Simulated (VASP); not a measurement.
Write the native input for VASP 6.6.1 that does the following.

* Task: single point
* Functional: PBE
* Potentials or basis: VASP PAW PBE potentials, release 64 (Cd)
* Cutoff: 520 eV
* k mesh: 6 × 6 × 3
* Occupations: fermi-dirac, width 0.03 eV
* Spin: no spin polarisation
* Dipole correction: no
* Further INCAR settings: ALGO = Fast; EDIFF = 1e-06; NBANDS = 19

The structure of Cd lies in POSCAR:

```
Cd
1.0
    2.9788700000      0.0000000000      0.0000000000
   -1.4894350000      2.5797770946      0.0000000000
    0.0000000000      0.0000000000      5.6176500000
Cd
2
Direct
    0.6666666667      0.3333333333      0.7500000000
    0.3333333333      0.6666666667      0.2500000000
```

One way to write it, as run:

INCAR

```
  PREC = Accurate
  ENCUT = 520
  EDIFF = 1E-6
  ISMEAR = -1
  SIGMA = 0.03
  LREAL = False
  LASPH = True
  NELM = 80
  ALGO = Fast
  ISIF = 2
  LWAVE = False
  LCHARG = False
  GGA = PE
  NBANDS = 19
```

KPOINTS

```
Automatic mesh
0
Gamma
  6 6 3
```

Potentials or basis: VASP PAW PBE potentials, release 64 (Cd).

Launch:

```bash
$ cat potpaw_PBE.64/Cd/POTCAR > POTCAR
$ mpirun -np 1 vasp_std > vasp.out
```

Results of the run:

- Pressure: 3.4 GPa
- Band gap on the k mesh: zero (band 12 reaches 3.64 eV, above the bottom of band 13 at -0.05 eV)

Caveat: the k points lie up to 0.41 Å⁻¹ apart.

It took 4.3 s on 1 thread of Intel(R) Xeon(R) 6975P-C (Granite Rapids), with other jobs on the host, peak memory 0.15 GiB.
